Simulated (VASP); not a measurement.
Input of a VASP 6.6.1 run:

The input INCAR:

```
PREC = Accurate
ENCUT = 600
EDIFF = 1E-6
ISMEAR = 0
SIGMA = 0.1
LREAL = False
LASPH = True
NELM = 100
ALGO = Normal
ISIF = 3
LWAVE = False
LCHARG = False
GGA = PE
IBRION = 2
NSW = 100
EDIFFG = -0.01
```

File KPOINTS:

```
regular mesh
0
Gamma
  18 18 18
```

File POSCAR:

```
GePt
1.0
    3.1922617432      0.0000000000      0.0000000000
    0.0000000000      3.1922617432      0.0000000000
    0.0000000000      0.0000000000      3.1922617432
Ge Pt
1 1
Direct
    0.5000000000      0.5000000000      0.5000000000
    0.0000000000      0.0000000000      0.0000000000
```

Potentials or basis: VASP PAW PBE potentials, release 64 (Ge_d, Pt).

Command:

```console
$ cat potpaw_PBE.64/Ge_d/POTCAR potpaw_PBE.64/Pt/POTCAR > POTCAR
$ mpirun -np 1 vasp_std > vasp.out
```

Problem. Estimate the space group after relaxing (to 0.05 Å).

Solution. Pm-3m (No. 221).

Problem. Estimate the band gap on the k mesh.

Solution. Zero (band 12 reaches 11.96 eV, above the bottom of band 13 at 8.32 eV).

Problem. What does it give for the relaxed volume?

Solution. 16.25 Å³/atom.

Final structure:
```
Ge Pt
1.0
     3.19100    0.00000    0.00000
     0.00000    3.19100    0.00000
     0.00000    0.00000    3.19100
Ge Pt
1 1
Direct
  0.50000 0.50000 0.50000
  0.00000 0.00000 0.00000
```

Caveat: spin-orbit coupling is left out, which moves the levels of the heavy elements.
